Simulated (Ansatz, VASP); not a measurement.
## Two plane-wave programs on Zr2B3

```
Zr B
1.0
     3.45163   -0.00391    0.00010
    -1.73312    2.96472   -0.22550
    -0.01425   -0.97675   12.76736
Zr B
4 6
Direct
  0.19951 0.89950 0.09838
  0.69952 0.89943 0.59838
  0.30048 0.10057 0.40162
  0.80048 0.10050 0.90161
  0.74999 0.00005 0.24999
  0.25001 0.99995 0.75000
  0.25000 0.50006 0.25001
  0.75001 0.49995 0.74999
  0.74999 0.50006 0.25000
  0.25001 0.49994 0.75000
```

Change from the starting cell: cell x2, atoms moved at random (sigma 0.05 Å) and cell strained at random (1.5 %), then relaxed without symmetry.

Alike in both runs: functional PBE; k mesh 6 × 6 × 2; occupations gaussian, width 0.2 eV; no spin polarisation.

Ansatz relaxed the structure, and its values are those at the end. VASP's run is a single point on that final structure, the one shown.

```csv
,VASP,Ansatz
version,VASP 6.6.1,Ansatz 0.2.0
potentials or method,"VASP PAW PBE potentials, release 64 (Zr_sv, B), cutoff 520 eV","scalar-relativistic, plane waves, PAW"
valence electrons in the cell,66,66
```

|  | VASP | Ansatz | Ansatz less VASP |
| --- | --- | --- | --- |
| gap on the k mesh at the Fermi level (eV) | none | none | - |
| pressure (GPa) | 0.0 | -0.1 | -0.06 |
| rms of the force components (eV/Å) | 0.004 | 0.001 | -0.0027 |

A gap of «none» marks a metal or a gap that the smearing closes.
